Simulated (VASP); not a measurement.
Set up this calculation in VASP 6.6.1, as the native input.

| Property | Result |
| --- | --- |
| Task | single point |
| Functional | LDA |
| Potentials or basis | VASP PAW LDA potentials, release 64 (I, Mg) |
| Cutoff | 520 eV |
| k mesh | 8 × 8 × 4 |
| Occupations | fermi-dirac, width 0.05 eV |
| Spin | no spin polarisation |
| Dipole correction | no |
| Further INCAR settings | ALGO = Normal; EDIFF = 1e-06; NBANDS = 15 |

The structure of MgI2 lies in POSCAR:

```
MgI2
1.0
    4.0732314609      0.0000000000      0.0000000000
   -2.0366157304      3.5275219206      0.0000000000
    0.0000000000      0.0000000000      6.7008663111
I Mg
2 1
Direct
    0.6666666667      0.3333333333      0.7524725137
    0.3333333333      0.6666666667      0.2475274863
    0.0000000000      0.0000000000      0.0000000000
```

The input as run:

INCAR

```
ALGO     = Normal         # electronic algorithm
EDIFF    = 1E-6           # SCF threshold, eV
ENCUT    = 520            # plane-wave cutoff, eV
ISIF     = 2              # what is computed and relaxed
ISMEAR   = -1             # smearing method
LASPH    = T              # aspherical terms in the spheres
LCHARG   = F              # write CHGCAR
LREAL    = F              # projectors in reciprocal space
LWAVE    = F              # write WAVECAR
NBANDS   = 15             # bands
NELM     = 60             # most SCF steps
PREC     = Accurate       # precision mode
SIGMA    = 0.05           # smearing width, eV
```

KPOINTS

```
k-points
0
Gamma
  8 8 4
```

Potentials or basis: VASP PAW LDA potentials, release 64 (I, Mg).

Launch:

```bash
$ cat potpaw_LDA.64/I/POTCAR potpaw_LDA.64/Mg/POTCAR > POTCAR
$ mpirun -np 1 vasp_std > vasp.out
```

It gave:

```yaml
Pressure: -0.1 GPa
Largest_force: 0.011 eV/Å
Band_gap_on_the_k_mesh: 3.34 eV, indirect (least direct gap 3.61 eV)
```

Caveat: spin-orbit coupling is left out, which moves the levels of the heavy elements.

Run time: 19 s on 1 thread of AMD EPYC 9R45 96-Core Processor (Zen 5), with other jobs on the host, peak memory 0.17 GiB.
